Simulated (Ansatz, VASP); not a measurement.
# Two plane-wave programs on Ni

```xyz
3
Lattice="4.0947 0.0000 0.0000 -2.0473 3.5461 0.0000 0.0000 0.0000 2.4814" Properties=species:S:1:pos:R:3 pbc="T T T"
Ni    0.0000    0.0000    0.0000
Ni    0.0000    2.3641    1.2407
Ni    2.0473    1.1820    1.2407
```

Alike in both runs: task single point; functional PBE; k mesh 10 × 10 × 15; occupations fermi-dirac, width 0.05 eV; collinear spin.

|  | VASP | Ansatz |
| --- | --- | --- |
| version | VASP 6.6.1 | Ansatz 0.2.0 |
| potentials or method | VASP PAW PBE potentials, release 64 (Ni), cutoff 600 eV | plane waves (420 eV) with PAW, scalar-relativistic |
| valence electrons in the cell | 30 | 54 |

Ansatz gave:

```
pressure (GPa)                                                : -12.1
traceless stress, the component that is largest in VASP (GPa) : 0.47
net moment per atom (μB)                                      : 0.66
size of the moment on the site where the two differ most (μB) : 0.72
```

Q: Estimate VASP's values.

A: Pressure (GPa): -12.0; traceless stress, the component that is largest in VASP (GPa): 0.39; net moment per atom (μB): 0.65; size of the moment on the site where the two differ most (μB): 0.68.

Site moments also hang on the region over which each program counts them. VASP's potentials hold 30 valence electrons a cell and Ansatz's 54, so a difference there can come from the potentials and not from the codes.
